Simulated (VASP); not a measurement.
# W (Fm-3m) in VASP: a series of runs, part 2 of 2

VASP 6.6.1.

### 3 Single point, LDA

Input file INCAR:

```
  PREC = Accurate
  ENCUT = 520
  EDIFF = 1E-7
  ISMEAR = -1
  SIGMA = 0.15
  LREAL = F
  LASPH = T
  NELM = 80
  ALGO = Normal
  ISIF = 2
  LWAVE = F
  LCHARG = F
  GGA = CA
  NBANDS = 13
```

Input file KPOINTS:

```
regular mesh
0
Gamma
  9 9 9
```

Input file POSCAR:

```
W
1.0
    0.0000000000      2.0300000000      2.0300000000
    2.0300000000      0.0000000000      2.0300000000
    2.0300000000      2.0300000000      0.0000000000
W
1
Direct
    0.0000000000      0.0000000000      0.0000000000
```

Potentials or basis: VASP PAW LDA potentials, release 64 (W_sv).

Started as:

```sh
$ cat potpaw_LDA.64/W_sv/POTCAR > POTCAR
$ mpirun -np 1 vasp_std > vasp.out
```

Run time: 5 s. Hardware: 1 thread of Intel Xeon Platinum 8559C (Emerald Rapids), shared host; peak memory 0.12 GiB.

It converged, with:

- Free energy: -13.6081 eV
- Pressure: -16.6 GPa
- Band gap on the k mesh: zero (band 7 reaches 12.60 eV, above the bottom of band 8 at 9.53 eV)

Levels at points of the mesh, in eV from the Fermi level:
```tsv
k point	band 3	band 4	band 5	band 6	band 7	band 8	band 9	band 10	band 11	band 12
(0.00, 0.00, 0.00)	-37.20	-37.20	-8.86	-0.61	-0.61	-0.61	2.39	2.39	12.79	17.85
```

Caveat: spin-orbit coupling is left out, which moves the levels of the heavy elements.

### 4 Single point, PBE

Input file INCAR:

```
PREC = Accurate
ENCUT = 520
EDIFF = 1E-6
ISMEAR = -1
SIGMA = 0.15
LREAL = F
LASPH = T
NELM = 100
ALGO = Normal
ISIF = 2
LWAVE = F
LCHARG = T
GGA = PE
LELF = T
LVHAR = T
NBANDS = 13
```

Input file KPOINTS:

```
Automatic mesh
0
Gamma
  9 9 9
```

POSCAR is that of step 3.

Potentials or basis: VASP PAW PBE potentials, release 64 (W_sv).

Started as:

```sh
$ cat potpaw_PBE.64/W_sv/POTCAR > POTCAR
$ mpirun -np 1 vasp_std > vasp.out
```

OUTCAR:

```text
PREC = Accurate
   ENCUT = 520
   EDIFF = 1E-6
   ISMEAR = -1
   LREAL = F
   LASPH = T
   NELM = 100
   ISIF = 2
   GGA = PE

 ion  position               nearest neighbor table
   1  0.000  0.000  0.000-

  LATTYP: Found a face centered cubic cell.
 ALAT       =     4.0600000000

  Lattice vectors:

 A1 = (   0.0000000000,   2.0300000000,   2.0300000000)
 A2 = (   2.0300000000,   0.0000000000,   2.0300000000)
 A3 = (   2.0300000000,   2.0300000000,   0.0000000000)

[... 561 lines left out ...]
     13      23.6198      0.00000

 [... further k-points ...]

------------------------ aborting loop because EDIFF is reached ----------------------------------------

  FORCE on cell =-STRESS in cart. coord.  units (eV):
  Direction    XX          YY          ZZ          XY          YZ          ZX
  --------------------------------------------------------------------------------------
  -------------------------------------------------------------------------------------
  Total       -0.4541246     -0.4541246     -0.4541246      0.0000000      0.0000000     -0.0000000
  in kB      -43.4878034    -43.4878034    -43.4878034      0.0000000      0.0000000     -0.0000000
  external PRESSURE =     -43.4878034 kB  Pullay stress =       0.0000000 kB

 VOLUME and BASIS-vectors are now :
 -----------------------------------------------------------------------------
  energy-cutoff  :      520.00
  volume of cell :       16.73
      direct lattice vectors                 reciprocal lattice vectors
     0.000000000  2.030000000  2.030000000    -0.246305419  0.246305419  0.246305419
     2.030000000  0.000000000  2.030000000     0.246305419 -0.246305419  0.246305419
     2.030000000  2.030000000  0.000000000     0.246305419  0.246305419 -0.246305419

 POSITION                                       TOTAL-FORCE (eV/Angst)
 -----------------------------------------------------------------------------------
      0.00000      0.00000      0.00000         0.000000      0.000000      0.000000
 -----------------------------------------------------------------------------------
    total drift:                               -0.000000      0.000000     -0.000000

  FREE ENERGIE OF THE ION-ELECTRON SYSTEM (eV)
  ---------------------------------------------------
  free  energy   TOTEN  =       -12.5137387862 eV

  energy  without entropy=      -12.4276903603  energy(sigma->0) =      -12.47071457
```

stdout:

```text
POSCAR found type information on POSCAR W
 POSCAR found :  1 types and       1 ions
 scaLAPACK will be used
 LDA part: xc-table for (Slater+PW92), standard interpolation
 POSCAR, INCAR and KPOINTS ok, starting setup
 FFT: planning ... GRIDC
 FFT: planning ... GRID_SOFT
 FFT: planning ... GRID
 WAVECAR not read
 entering main loop
```

Wall time 4.9 s (1 thread of Intel Xeon Platinum 8559C (Emerald Rapids), shared host); peak memory 0.13 GiB.

What came out:

| Item | Value |
| --- | --- |
| Free energy | -12.5137 eV |
| Pressure | -4.3 GPa |
| Band gap on the k mesh | zero (band 7 reaches 12.62 eV, above the bottom of band 8 at 9.70 eV) |

Levels at points of the mesh, in eV from the Fermi level:
| k point | band 5 | band 6 | band 7 | band 8 | band 9 | band 10 |
| --- | --- | --- | --- | --- | --- | --- |
| (0.00, 0.00, 0.00) | -8.95 | -0.59 | -0.59 | -0.59 | 2.45 | 2.45 |

Caveat: spin-orbit coupling is left out, which moves the levels of the heavy elements.

### 5 Single point, BLYP

Input file INCAR:

```
SYSTEM = W
PREC = Accurate
ENCUT = 520
EDIFF = 1E-6
ISMEAR = -1
SIGMA = 0.15
LREAL = .False.
LASPH = .True.
NELM = 80
ALGO = Normal
ISIF = 2
LWAVE = .False.
LCHARG = .False.
GGA = B5
ALDAX = 1.0
AGGAX = 1.0
AGGAC = 1.0
ALDAC = 0.0
NBANDS = 13
```

Input file KPOINTS:

```
regular mesh
0
Gamma
  9 9 9
  0 0 0
```

POSCAR is that of step 4.

Started as:

```sh
$ cat potpaw_PBE.64/W_sv/POTCAR > POTCAR
$ mpirun -np 1 vasp_std > vasp.out
```

Run time: 10 s. Hardware: 1 thread of Intel Xeon Platinum 8559C (Emerald Rapids), shared host; peak memory 0.13 GiB.

Results (log left out):

* Free energy: -10.8795 eV
* Pressure: 5.7 GPa
* Band gap on the k mesh: zero (band 7 reaches 13.41 eV, above the bottom of band 8 at 10.19 eV)

Levels at points of the mesh, in eV from the Fermi level:
| k point | band 4 | band 5 | band 6 | band 7 | band 8 | band 9 | band 10 | band 11 |
| --- | --- | --- | --- | --- | --- | --- | --- | --- |
| (0.00, 0.00, 0.00) | -37.23 | -8.75 | -0.65 | -0.65 | -0.65 | 2.36 | 2.36 | 12.87 |

Caveat: the PAW data sets were made with another functional, which shifts forces and pressure a little; spin-orbit coupling is left out, which moves the levels of the heavy elements.

### 6 Single point, r2SCAN

POSCAR is that of step 5.

Input file INCAR.step1:

```
PREC = Accurate
ENCUT = 520
ISMEAR = -1
SIGMA = 0.15
LREAL = F
LASPH = T
NELM = 80
NBANDS = 13
GGA = PE
ALGO = Normal
EDIFF = 1E-4
LWAVE = T
LCHARG = F
```

Input file INCAR.step2:

```
PREC = Accurate
ENCUT = 520
EDIFF = 1E-6
ISMEAR = -1
SIGMA = 0.15
LREAL = F
LASPH = T
NELM = 80
ALGO = Normal
ISIF = 2
LWAVE = F
LCHARG = T
METAGGA = R2SCAN
LMIXTAU = T
LELF = T
LVHAR = T
NBANDS = 13
ISTART = 1
```

Input file KPOINTS:

```
Automatic mesh
0
Gamma
  9 9 9
```

Potentials or basis: VASP PAW PBE potentials, release 64 (W_sv).

Started as:

```sh
$ cat potpaw_PBE.64/W_sv/POTCAR > POTCAR
$ cp INCAR.step1 INCAR
$ mpirun -np 1 vasp_std > vasp.out
$ cp INCAR.step2 INCAR
$ mpirun -np 1 vasp_std > vasp.out
```

It took 19 s on 1 thread of Intel Xeon Platinum 8559C (Emerald Rapids), shared host; peak memory 0.14 GiB.

Results (log left out):

- Free energy: -50.8265 eV
- Pressure: -8.0 GPa
- Band gap on the k mesh: zero (band 7 reaches 12.44 eV, above the bottom of band 8 at 9.52 eV)

Levels at points of the mesh, in eV from the Fermi level:
```csv
k point,band 5,band 6,band 7,band 8,band 9,band 10
"(0.00, 0.00, 0.00)",-9.44,-0.61,-0.61,-0.61,2.69,2.69
```

Caveat: the PAW data sets were made with another functional, which shifts forces and pressure a little; spin-orbit coupling is left out, which moves the levels of the heavy elements.

### 7 Summary

| level | potentials or basis | gap on the mesh (eV) | pressure (GPa) |
| --- | --- | --- | --- |
| revPBE | VASP PAW PBE potentials, release 64 (W_sv) | none | -1.8 |
| LDA | VASP PAW LDA potentials, release 64 (W_sv) | none | -16.6 |
| PBE | VASP PAW PBE potentials, release 64 (W_sv) | none | -4.3 |
| BLYP | VASP PAW PBE potentials, release 64 (W_sv) | none | 5.7 |
| r2SCAN | VASP PAW PBE potentials, release 64 (W_sv) | none | -8.0 |

Alike in all rows: task single point; no spin polarisation; cell as given; k mesh 9 × 9 × 9; cutoff (eV) 520; smearing fermi-dirac 0.15 eV.

Caveats: spin-orbit coupling is left out, which moves the levels of the heavy elements; the PAW data sets were made with another functional, which shifts forces and pressure a little (some runs).

Absolute energies hang on the potentials; compare differences alone.
